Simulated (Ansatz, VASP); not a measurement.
## Two plane-wave programs on ZrC

Contents of INCAR:

```
PREC     = Accurate       # precision mode
ENCUT    = 600            # plane-wave cutoff, eV
EDIFF    = 1E-7           # SCF threshold, eV
ISMEAR   = 1              # smearing method
SIGMA    = 0.1            # smearing width, eV
LREAL    = False          # projectors in reciprocal space
LASPH    = True           # aspherical terms in the spheres
NELM     = 80             # most SCF steps
ALGO     = Normal         # electronic algorithm
ISIF     = 3              # what is computed and relaxed
LWAVE    = False          # write WAVECAR
LCHARG   = False          # write CHGCAR
GGA      = PE             # functional
IVDW     = 13             # dispersion correction
IBRION   = 2              # ionic algorithm
NSW      = 100            # ionic steps
EDIFFG   = -0.01          # ionic threshold
```

KPOINTS

```
regular mesh
0
Gamma
  12 12 12
```

The input POSCAR:

```
ZrC
1.0
    0.0000000000      2.3650000000      2.3650000000
    2.3650000000      0.0000000000      2.3650000000
    2.3650000000      2.3650000000      0.0000000000
Zr C
1 1
Direct
    0.5000000000      0.5000000000      0.5000000000
    0.0000000000      0.0000000000      0.0000000000
```

Input for Ansatz:

```yaml
crystal:
  lattice:
    - [0.0, 2.365, 2.365]
    - [2.365, 0.0, 2.365]
    - [2.365, 2.365, 0.0]
  atoms:
    - { symbol: Zr, position: [0.5, 0.5, 0.5] }
    - { symbol: C, position: [0.0, 0.0, 0.0] }
basis:
  ecutwfc: 550.0
kpoints:
  mp_grid:
    grid: [12, 12, 12]
    shift: [0.0, 0.0, 0.0]
hamiltonian:
  xc: pbe
  dispersion: d4
scf:
  occupations:
    method: cold
    width: 0.1
relax:
  max_steps: 100
  cell: {}
```

Alike in both runs: task relaxation of cell and atoms; functional PBE; dispersion D4; k mesh 12 × 12 × 12; no spin polarisation.

|  | VASP | Ansatz |
| --- | --- | --- |
| version | VASP 6.6.1 | Ansatz 0.2.0 |
| potentials or method | VASP PAW PBE potentials, release 64 (Zr_sv, C), cutoff 600 eV | plane waves, PAW |
| occupations | methfessel-paxton of order 1, width 0.1 eV | cold, width 0.1 eV |
| valence electrons in the cell | 16 | 16 |

Ansatz gave:

```
relaxed volume (Å³/atom)                                        : 12.86
relaxed length of the cell vector where the two differ most in proportion (Å) : 3.313
```

**Question.** What did VASP give for the same quantities?

**Answer.** Relaxed volume (Å³/atom): 12.87; relaxed length of the cell vector where the two differ most in proportion (Å): 3.314.
